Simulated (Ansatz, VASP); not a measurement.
# W in VASP and in Ansatz

```
W
1.0
     0.00000    2.04181    2.04181
     2.04181    0.00000    2.04181
     2.04181    2.04181    0.00000
W
1
Cartesian
  0.0000 0.0000 0.0000
```

Alike in both runs: task single point; functional BLYP; k mesh 15 × 15 × 15; occupations fermi-dirac, width 0.1 eV; no spin polarisation.

```csv
,VASP,Ansatz
version,VASP 6.6.1,Ansatz 0.2.0
potentials or method,"VASP PAW PBE potentials, release 64 (W_sv), cutoff 520 eV","plane waves (420 eV) with PAW, scalar-relativistic"
valence electrons in the cell,14,14
```

```tsv
	VASP	Ansatz	Ansatz less VASP
pressure (GPa)	1.1	-0.3	-1.40
```

VASP's potentials were made for PBE, not for BLYP. The functional is the same, so the differences come from potentials, cutoffs and numerics.

Spin-orbit coupling is off throughout.
